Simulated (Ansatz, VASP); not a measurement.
PtS2: VASP beside Ansatz

The input INCAR:

```
SYSTEM = PtS2
  PREC = Accurate
  ENCUT = 520
  EDIFF = 1E-6
  ISMEAR = 0
  SIGMA = 0.05
  LREAL = .FALSE.
  LASPH = .TRUE.
  NELM = 100
  ALGO = Normal
  ISIF = 2
  LWAVE = .FALSE.
  LCHARG = .FALSE.
  LDIPOL = .TRUE.
  IDIPOL = 3
  DIPOL = 0.5 0.5 0.394
  GGA = PE
  IVDW = 12
  NBANDS = 31
```

KPOINTS

```
regular mesh
0
G
  9 9 1
  0 0 0
```

POSCAR

```
PtS2
1.0
    3.5415278079      0.0000000000      0.0000000000
   -1.7707639039      3.0670530498      0.0000000000
    0.0000000000      0.0000000000     22.4670615492
S Pt
4 2
Direct
    0.6666666667      0.3333333333      0.2002932155
    0.3333333333      0.6666666667      0.3108341854
    0.5000000000      0.6666666667      0.4773001022
    0.1666666667      1.0000000000      0.5878410722
    0.0000000000      0.0000000000      0.2555637004
   -0.1666666667      0.3333333333      0.5325705872
```

Input for Ansatz:

```yaml
crystal:
  lattice:
    - [3.5415278079, 0.0, 0.0]
    - [-1.7707639039, 3.0670530498, 0.0]
    - [0.0, 0.0, 22.4670615492]
  atoms:
    - { symbol: S, position: [0.6666666667, 0.3333333333, 0.2002932155] }
    - { symbol: Pt, position: [0.0, 0.0, 0.2555637004] }
    - { symbol: S, position: [0.3333333333, 0.6666666667, 0.3108341854] }
    - { symbol: S, position: [0.5, 0.6666666667, 0.4773001022] }
    - { symbol: Pt, position: [-0.1666666667, 0.3333333333, 0.5325705872] }
    - { symbol: S, position: [0.1666666667, 1.0, 0.5878410722] }
basis:
  ecutwfc: 420
kpoints:
  mp_grid: { grid: [9, 9, 1] }
hamiltonian:
  xc: pbe
  pseudopotentials: { kind: paw, azcp: { folder: soft_1 } }
  dispersion: d3bj
scf:
  occupations: { method: gaussian, width: 0.05 }
output:
  forces: true
  eigenvalues: true
efield:
  axis: 3
  dipole_correction: true
  ramp_width: 0.04
```

Alike in both runs: task single point; functional PBE; dispersion D3(BJ); k mesh 9 × 9 × 1; occupations gaussian, width 0.05 eV; no spin polarisation.

|  | VASP | Ansatz |
| --- | --- | --- |
| version | VASP 6.6.1 | Ansatz 0.2.0 |
| potentials or method | VASP PAW PBE potentials, release 64 (S, Pt), cutoff 520 eV | scalar-relativistic, plane waves, PAW |
| valence electrons in the cell | 44 | 60 |

|  | VASP | Ansatz | Ansatz less VASP |
| --- | --- | --- | --- |
| gap on the k mesh at the Fermi level (eV) | 1.53 | 1.52 | -0.006 |
| least direct gap on the mesh (eV) | 1.62 | 1.61 | -0.007 |
| rms of the force components (eV/Å) | 0.021 | 0.019 | -0.0025 |

VASP's potentials hold 44 valence electrons a cell and Ansatz's 60, so a difference there can come from the potentials and not from the codes.

Neither program's run includes spin-orbit coupling.
